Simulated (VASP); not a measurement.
# La: single point with LDA

The system is La.

```xyz
1
Lattice="3.1669 0.0000 0.0000 0.0000 3.1669 0.0000 0.0000 0.0000 3.1669" Properties=species:S:1:pos:R:3 pbc="T T T"
La    0.0000    0.0000    0.0000
```

This isn't the form of La at room conditions, which is double hcp.

* Program: VASP 6.6.1
* Task: single point
* Functional: LDA
* Potentials or basis: VASP PAW LDA potentials, release 64 (La)
* Cutoff: 520 eV
* k mesh: 10 × 10 × 10
* Occupations: fermi-dirac, width 0.1 eV
* Spin: non-collinear spin, zero start, spin-orbit coupling
* Starting moments: [[0.0, 0.0, 0.0]] μB
* Dipole correction: no
* Further INCAR settings: ALGO = Normal; EDIFF = 1e-07; NBANDS = 22

* Pressure: -0.3 GPa
* Net moment: 0.00 μB per cell
* Valence electrons inside the program's atomic spheres: La 8.89

Moments on the atoms (μB; x, y, z):
```
La  0.00 0.00 0.00
```

Run time: 120 s on 1 thread of AMD EPYC 7R13, on a shared host, peak memory 0.19 GiB.
